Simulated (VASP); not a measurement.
# SiO2 (P4_2/mnm) in VASP: further runs

Runs on SiO2. Level: LDA. Tasks: single point.

Everything below comes from runs of VASP 6.6.1. Logs are shortened: lines on timing, memory, paths and dates and some standing lists are left out, and cuts for length are marked.

## 1. The cell of the first run

The structure is tetragonal, space group P4_2/mnm (No. 136). The conventional cell has a = 4.030 Å, b = 4.030 Å, c = 2.853 Å, α = 90.00°, β = 90.00°, γ = 90.00°. Si (site symmetry mmm) has 6 O at 1.74 to 1.81 Å within 2.3 Å. O (site symmetry m2m) has 3 Si at 1.74 to 1.81 Å and 1 O at 2.22 Å within 2.3 Å.

## 2. Single point, LDA

The input, INCAR:

```
PREC = Accurate
ENCUT = 910
EDIFF = 1E-6
ISMEAR = 0
SIGMA = 0.05
LREAL = F
LASPH = T
NELM = 120
ALGO = Normal
ISIF = 2
LWAVE = F
LCHARG = T
GGA = CA
LELF = T
LVHAR = T
NBANDS = 25
GGA_COMPAT = F
```

The input, KPOINTS:

```
regular mesh
0
Gamma
  6 6 8
```

The input, POSCAR:

```
SiO2
1.0
    4.0305000000      0.0000000000      0.0000000000
    0.0000000000      4.0305000000      0.0000000000
    0.0000000000      0.0000000000      2.8529000000
Si O
2 4
Direct
    0.5000000000      0.5000000000      0.5000000000
    0.0000000000      0.0000000000      0.0000000000
    0.6944252994      0.6944252994      0.0000000000
    0.1944252994      0.8055747006      0.5000000000
    0.3055747006      0.3055747006      0.0000000000
    0.8055747006      0.1944252994      0.5000000000
```

Potentials or basis: VASP PAW LDA potentials, release 64 (Si, O_h).

Launch:

```
$ cat potpaw_LDA.64/Si/POTCAR potpaw_LDA.64/O_h/POTCAR > POTCAR
$ mpirun -np 1 vasp_std > vasp.out
```

OUTCAR:

```text
PREC = Accurate
   ENCUT = 910
   EDIFF = 1E-6
   ISMEAR = 0
   LREAL = F
   LASPH = T
   NELM = 120
   ISIF = 2
   GGA = CA

 ion  position               nearest neighbor table
   1  0.500  0.500  0.500-   4 1.74   6 1.74   5 1.81   3 1.81   3 1.81   5 1.81
   2  0.000  0.000  0.000-   3 1.74   5 1.74   4 1.81   6 1.81   4 1.81   6 1.81
   3  0.694  0.694  0.000-   2 1.74   1 1.81   1 1.81
   4  0.194  0.806  0.500-   1 1.74   2 1.81   2 1.81
   5  0.306  0.306  0.000-   2 1.74   1 1.81   1 1.81
   6  0.806  0.194  0.500-   1 1.74   2 1.81   2 1.81

  LATTYP: Found a simple tetragonal cell.
 ALAT       =     4.0305000000
 C/A-ratio  =     0.7078278129

  Lattice vectors:

 A1 = (   4.0305000000,   0.0000000000,   0.0000000000)
 A2 = (   0.0000000000,   4.0305000000,   0.0000000000)
 A3 = (   0.0000000000,   0.0000000000,   2.8529000000)

Analysis of symmetry for initial positions (statically):
=====================================================================
 Subroutine PRICEL returns:
 Original cell was already a primitive cell.

 Routine SETGRP: Setting up the symmetry group for a
 simple tetragonal supercell.

 Subroutine GETGRP returns: Found 16 space group operations
 (whereof  8 operations were pure point group operations)
 out of a pool of 16 trial point group operations.

The static configuration has the point symmetry D_2h.
 The point group associated with its full space group is D_4h.

Analysis of symmetry for dynamics (positions and initial velocities):
=====================================================================
 Subroutine PRICEL returns:
 Original cell was already a primitive cell.

 Routine SETGRP: Setting up the symmetry group for a
 simple tetragonal supercell.

 Subroutine GETGRP returns: Found 16 space group operations
 (whereof  8 operations were pure point group operations)
 out of a pool of 16 trial point group operations.

The dynamic configuration has the point symmetry D_2h.
 The point group associated with its full space group is D_4h.

 Subroutine INISYM returns: Found 16 space group operations
 (whereof  8 operations are pure point group operations),
 and found     1 'primitive' translations

----------------------------------------------------------------------------------------

                                     Primitive cell

  volume of cell :      46.3452

  direct lattice vectors                    reciprocal lattice vectors
     4.030500000  0.000000000  0.000000000     0.248108175  0.000000000  0.000000000
     0.000000000  4.030500000  0.000000000     0.000000000  0.248108175  0.000000000
     0.000000000  0.000000000  2.852900000     0.000000000  0.000000000  0.350520523

  length of vectors
     4.030500000  4.030500000  2.852900000     0.248108175  0.248108175  0.350520523

  position of ions in fractional coordinates (direct lattice)
     0.500000000  0.500000000  0.500000000
     0.000000000  0.000000000  0.000000000
     0.694425299  0.694425299  0.000000000
     0.194425299  0.805574701  0.500000000
     0.305574701  0.305574701  0.000000000
     0.805574701  0.194425299  0.500000000

  ion indices of the primitive-cell ions
   primitive index   ion index
                 1           1
                 2           2
                 3           3
                 4           4
                 5           5
                 6           6

----------------------------------------------------------------------------------------

 KPOINTS: regular mesh

Automatic generation of k-mesh.
 Grid dimensions read from file:
 generate k-points for:    6    6    8

 Generating k-lattice:

  Cartesian coordinates                     Fractional coordinates (reciprocal lattice)
     0.041351363  0.000000000  0.000000000     0.166666667  0.000000000  0.000000000
     0.000000000  0.041351363  0.000000000     0.000000000  0.166666667  0.000000000
     0.000000000  0.000000000  0.043815065     0.000000000  0.000000000  0.125000000

  Length of vectors
     0.041351363  0.041351363  0.043815065

  Shift w.r.t. Gamma in fractional coordinates (k-lattice)
     0.000000000  0.000000000  0.000000000

 Subroutine IBZKPT returns following result:
 ===========================================

 Found     50 irreducible k-points:

 Following reciprocal coordinates:
            Coordinates               Weight
  0.000000  0.000000  0.000000      1.000000
  0.166667  0.000000  0.000000      4.000000
  0.333333  0.000000  0.000000      4.000000
  0.500000  0.000000  0.000000      2.000000
  0.166667  0.166667  0.000000      4.000000
  0.333333  0.166667  0.000000      8.000000
[... 16 lines left out ...]
  0.333333  0.000000  0.250000      8.000000
  0.500000  0.000000  0.250000      4.000000
 [... further k-points ...]
   k-points           NKPTS =     50   k-points in BZ     NKDIM =     50   number of bands    NBANDS=     25
   number of dos      NEDOS =    301   number of ions     NIONS =      6
   total plane-waves  NPLWV =  44800
   dimension x,y,z NGX =    40 NGY =   40 NGZ =   28
   dimension x,y,z NGXF=    80 NGYF=   80 NGZF=   56
   ions per type =               2   4
   NGX,Y,Z   is equivalent  to a cutoff of  16.50, 16.50, 16.32 a.u.
   NGXF,Y,Z  is equivalent  to a cutoff of  33.00, 33.00, 32.63 a.u.
 SYSTEM =  unknown system
   PREC   = accura    normal or accurate (medium, high low for compatibility)
   ISTART =      0    job   : 0-new  1-cont  2-samecut
   ICHARG =      2    charge: 1-file 2-atom 10-const
   ISPIN  =      1    spin polarized calculation?
   LNONCOLLINEAR =      F non collinear calculations
   LSORBIT =      F    spin-orbit coupling
   LASPH  =      T    aspherical Exc in radial PAW
   ENCUT  =  910.0 eV  66.88 Ry    8.18 a.u.   9.91  9.91  7.02*2*pi/ulx,y,z
   NELM   =    120;   NELMIN=  2; NELMDL= -5     # of ELM steps
   EDIFF  = 0.1E-05   stopping-criterion for ELM
   LREAL  =      F    real-space projection
   EDIFFG = 0.1E-04   stopping-criterion for IOM
   NSW    =      0    number of steps for IOM
   IBRION =     -1    ionic relax: 0-MD 1-quasi-New 2-CG
   NFREE  =      0    steps in history (QN), initial steepest desc. (CG)
   ISIF   =      2    stress and relaxation
   ISYM   =      2    0-nonsym 1-usesym 2-fastsym
   POTIM  = 0.5000    time-step for ionic-motion
   TEBEG  =    0.0;   TEEND  =   0.0 temperature during run
   PSTRESS=    0.0 pullay stress
   NELECT =      32.0000    total number of electrons
   NUPDOWN=      -1.0000    fix difference up-down
   EMIN   =  10.00;   EMAX   =-10.00  energy-range for DOS
   EFERMI =   0.00;   METHOD = LEGACY
   ISMEAR =     0;   SIGMA  =   0.05  broadening in eV -4-tet -1-fermi 0-gaus
   EFERMI_NEDOS =   21; number of points for ismear=-14 and -15
   IALGO  =     38    algorithm
   IMIX   =      4    mixing-type and parameters
     AMIX     =   0.40;   BMIX     =  1.00
     AMIX_MAG =   1.60;   BMIX_MAG =  1.00
  volume/ion in A,a.u.               =       7.72        52.13
  Fermi-wavevector in a.u.,A,eV,Ry     =   1.446961  2.734359 28.486448  2.093695
  Thomas-Fermi vector in A             =   2.564970
   LORBIT       =      0    0 simple, 1 ext, 2 COOP (PROOUT), +10 PAW based schemes
   GGA     = CA    functional components
   LHFCALC =     F    Hartree Fock is set to
   AEXX    =    0.0000 exact exchange contribution
   IVDW    =     0    specifies the selected vdW correction
   LEPSILON=     F    determine dielectric tensor
   LRPA    =     F    only Hartree local field effects (RPA)
 non-spin polarized calculation
 Gauss-broadening in eV      SIGMA  =   0.05
  energy-cutoff  :      910.00
  volume of cell :       46.35
 maximum number of plane-waves:      2912
 NGX is ok and might be reduce to    40
   NGX = 19   NGY = 19   NGZ = 15

 number of electron      32.0000008 magnetization

 Free energy of the ion-electron system (eV)
  ---------------------------------------------------
  ext. energy  EPLUGINS =         0.00000000
  ---------------------------------------------------
  free energy    TOTEN  =       -51.61111128 eV

  energy without entropy =      -51.61111128  energy(sigma->0) =      -51.61111128

 E-fermi :   9.1099     XC(G=0): -12.7978

 val. band max:        8.8469561236   @ k =   0.0000   0.0000   0.0000
 cond. band min:      14.0330932989   @ k =   0.0000   0.0000   0.0000
 fundamental gap:      5.1861371753
 Fermi energy:         9.1099271221

 k-point     1 :       0.0000    0.0000    0.0000
  band No.  band energies     occupation
      1     -13.4283      2.00000
      2      -9.4484      2.00000
      3      -9.4484      2.00000
      4      -9.0277      2.00000
      5      -2.0211      2.00000
      6       2.3969      2.00000
[... 17 lines left out ...]
     24      24.1459      0.00000
     25      24.6571      0.00000

 k-point     2 :       0.1667    0.0000    0.0000
  band No.  band energies     occupation
      1     -13.2658      2.00000
      2     -10.1126      2.00000
      3      -9.3688      2.00000
      4      -8.7323      2.00000
      5      -1.7590      2.00000
      6       2.1102      2.00000
[... 17 lines left out ...]
     24      23.4509      0.00000
     25      24.0736      0.00000

 k-point     3 :       0.3333    0.0000    0.0000
  band No.  band energies     occupation
      1     -12.7902      2.00000
      2     -11.0992      2.00000
      3      -9.1539      2.00000
      4      -8.6804      2.00000
      5      -1.0915      2.00000
      6       0.9158      2.00000
[... 17 lines left out ...]
     24      22.3667      0.00000
     25      23.1198      0.00000

 k-point     4 :       0.5000    0.0000    0.0000
  band No.  band energies     occupation
      1     -12.0411      2.00000
      2     -12.0411      2.00000
      3      -8.8795      2.00000
      4      -8.8795      2.00000
      5      -0.1790      2.00000
      6      -0.1790      2.00000
[... 17 lines left out ...]
     24      21.0030      0.00000
     25      23.8289      0.00000
[... 477 lines left out ...]
 k-point    22 :       0.1667    0.0000    0.2500
  band No.  band energies     occupation
      1     -12.5602      2.00000
      2      -9.8612      2.00000
      3      -9.1360      2.00000
      4      -8.9671      2.00000
      5      -1.5798      2.00000
      6       1.4476      2.00000
[... 17 lines left out ...]
     24      22.7916      0.00000
     25      22.8935      0.00000

 k-point    23 :       0.3333    0.0000    0.2500
  band No.  band energies     occupation
      1     -12.1255      2.00000
      2     -10.6455      2.00000
      3      -9.0337      2.00000
      4      -8.8857      2.00000
      5      -0.7576      2.00000
      6       0.9603      2.00000
[... 17 lines left out ...]
     24      21.4692      0.00000
     25      22.5218      0.00000

 k-point    24 :       0.5000    0.0000    0.2500
  band No.  band energies     occupation
      1     -11.4548      2.00000
      2     -11.4548      2.00000
      3      -8.9278      2.00000
      4      -8.9278      2.00000
      5       0.2885      2.00000
      6       0.2885      2.00000
[... 17 lines left out ...]
     24      21.1068      0.00000
     25      22.4459      0.00000

 [... further k-points ...]
[... 5 lines left out ...]
  --------------------------------------------------------------------------------------
  -------------------------------------------------------------------------------------
  Total        2.7161412      2.7161412     -9.4455661      0.0000000      0.0000000      0.0000000
  in kB       93.8984712     93.8984712   -326.5383345      0.0000000      0.0000000      0.0000000
  external PRESSURE =     -46.2471307 kB  Pullay stress =       0.0000000 kB

 VOLUME and BASIS-vectors are now :
 -----------------------------------------------------------------------------
  energy-cutoff  :      910.00
  volume of cell :       46.35
      direct lattice vectors                 reciprocal lattice vectors
     4.030500000  0.000000000  0.000000000     0.248108175  0.000000000  0.000000000
     0.000000000  4.030500000  0.000000000     0.000000000  0.248108175  0.000000000
     0.000000000  0.000000000  2.852900000     0.000000000  0.000000000  0.350520523

 POSITION                                       TOTAL-FORCE (eV/Angst)
 -----------------------------------------------------------------------------------
      2.01525      2.01525      1.42645         0.000000      0.000000      0.000000
      0.00000      0.00000      0.00000         0.000000      0.000000      0.000000
      2.79888      2.79888      0.00000         0.324862      0.324862     -0.000000
      0.78363      3.24687      1.42645         0.324862     -0.324862      0.000000
      1.23162      1.23162      0.00000        -0.324862     -0.324862      0.000000
      3.24687      0.78363      1.42645        -0.324862      0.324862     -0.000000
 -----------------------------------------------------------------------------------
    total drift:                                0.000000     -0.000000      0.000000

  FREE ENERGIE OF THE ION-ELECTRON SYSTEM (eV)
  ---------------------------------------------------
  free  energy   TOTEN  =       -51.6111112795 eV

  energy  without entropy=      -51.6111112795  energy(sigma->0) =      -51.61111128
```

It took 2 min on 1 thread of AMD EPYC 7R43 (Zen 3), shared host; peak memory 0.2 GiB.

What came out:

```
Free energy            : -51.6111 eV
Pressure               : -4.6 GPa
Largest force          : 0.459 eV/Å
Band gap on the k mesh : 5.19 eV
```

Forces in eV/Å, atoms in the order of the input:
```
Si   0.000  0.000  0.000
Si   0.000  0.000  0.000
O    0.325  0.325  0.000
O    0.325 -0.325  0.000
O   -0.325 -0.325  0.000
O   -0.325  0.325  0.000
```

Stress tensor (GPa, compression positive):
```
  9.39   0.00   0.00
  0.00   9.39   0.00
  0.00   0.00 -32.65
```

Caveat: the cutoff is under 1.25 times the usual one of these potentials, so pressure, stress and relaxed cells hold a basis-set (Pulay) error; the cell stands under tension. A k mesh can miss the band edges.

(Continued in part 2 of 2.)
